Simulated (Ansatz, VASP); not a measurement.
## HPt6: VASP beside Ansatz

```
Pt H
1.0
     5.61458    0.00000    0.00000
    -2.80729    4.86237    0.00000
     0.00000    0.00000   22.61974
Pt H
12 2
Direct
  0.33333 0.16667 0.17684
  0.33333 0.66667 0.17684
  0.83333 0.16667 0.17684
  0.83333 0.66667 0.17684
  0.16667 0.33333 0.27896
  0.16667 0.83333 0.27896
  0.66667 0.33333 0.27896
  0.66667 0.83333 0.27896
  0.00000 0.00000 0.38107
  0.00000 0.50000 0.38107
  0.50000 0.00000 0.38107
  0.50000 0.50000 0.38107
  0.20275 0.40550 0.47170
  0.29725 0.59450 0.47170
```

Alike in both runs: task single point; functional PBE; k mesh 6 × 6 × 1; occupations gaussian, width 0.1 eV; no spin polarisation.

```csv
,VASP,Ansatz
version,VASP 6.6.1,Ansatz 0.2.0
potentials or method,"VASP PAW PBE potentials, release 64 (Pt, H), cutoff 520 eV","scalar-relativistic, plane waves, PAW"
valence electrons in the cell,122,218
```

|  | VASP | Ansatz | Ansatz less VASP |
| --- | --- | --- | --- |
| gap on the k mesh at the Fermi level (eV) | none | none | - |
| rms of the force components (eV/Å) | 0.555 | 0.554 | -0.0005 |

Atom by atom the forces differ by 0.009 eV/Å (rms over components). A gap of «none» marks a metal or a gap that the smearing closes. VASP's potentials hold 122 valence electrons a cell and Ansatz's 218, so a difference there can come from the potentials and not from the codes. Ansatz's warnings: xc potential rough in thin density.

Spin-orbit coupling is off throughout.
